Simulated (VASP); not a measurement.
Write the native input for VASP 6.6.1 that does the following.

* Task: relaxation of shape and atoms at fixed volume
* Functional: PBE
* Potentials or basis: VASP PAW PBE potentials, release 64 (Cd, Se, S)
* Cutoff: 600 eV
* k mesh: 6 × 6 × 4
* Occupations: gaussian, width 0.02 eV
* Spin: no spin polarisation
* Dipole correction: no
* Further INCAR settings: ALGO = Normal; EDIFF = 1e-06; IBRION = 2; EDIFFG = -0.01; NSW = 50; ISIF = 4

The structure of Cd4SeS3 lies in POSCAR:

```
Cd4SeS3
1.0
    4.1544926936      0.0000000000      0.0000000000
    0.0000000000      4.1544926936      0.0000000000
    0.0000000000      0.0000000000     11.7215411649
Cd Se S
4 1 3
Direct
    0.5000000000      0.0000000000      0.6215952934
    0.0000000000      0.5000000000      0.8653813979
    0.5000000000      0.0000000000      0.1346186021
    0.0000000000      0.5000000000      0.3784047066
    0.0000000000      0.0000000000      0.0000000000
    0.5000000000      0.5000000000      0.2566205062
    0.0000000000      0.0000000000      0.5000000000
    0.5000000000      0.5000000000      0.7433794938
```

One way to write it, as run:

INCAR

```
SYSTEM = Cd4SeS3
PREC     = Accurate       ! precision mode
ENCUT    = 600            ! plane-wave cutoff, eV
EDIFF    = 1E-6           ! SCF threshold, eV
ISMEAR   = 0              ! smearing method
SIGMA    = 0.02           ! smearing width, eV
LREAL    = .FALSE.        ! projectors in reciprocal space
LASPH    = .TRUE.         ! aspherical terms in the spheres
NELM     = 100            ! most SCF steps
ALGO     = Normal         ! electronic algorithm
ISIF     = 4              ! what is computed and relaxed
LWAVE    = .FALSE.        ! write WAVECAR
LCHARG   = .FALSE.        ! write CHGCAR
GGA      = PE             ! functional
IBRION   = 2              ! ionic algorithm
NSW      = 50             ! ionic steps
EDIFFG   = -0.01          ! ionic threshold
```

KPOINTS

```
Automatic mesh
0
G
  6 6 4
  0 0 0
```

Potentials or basis: VASP PAW PBE potentials, release 64 (Cd, Se, S).

Launch:

```bash
$ cat potpaw_PBE.64/Cd/POTCAR potpaw_PBE.64/Se/POTCAR potpaw_PBE.64/S/POTCAR > POTCAR
$ mpirun -np 1 vasp_std > vasp.out
```

Results of the run:

The pressure after relaxing is 4.0 GPa and the largest force after relaxing is 0.006 eV/Å. The band gap on the k mesh is 0.98 eV.

Caveat: the relaxation stopped at its first step, so nothing moved.

Wall time 10 min on 1 thread of Oxide Virtual Turin-like Processor, on a shared host, peak memory 0.48 GiB.
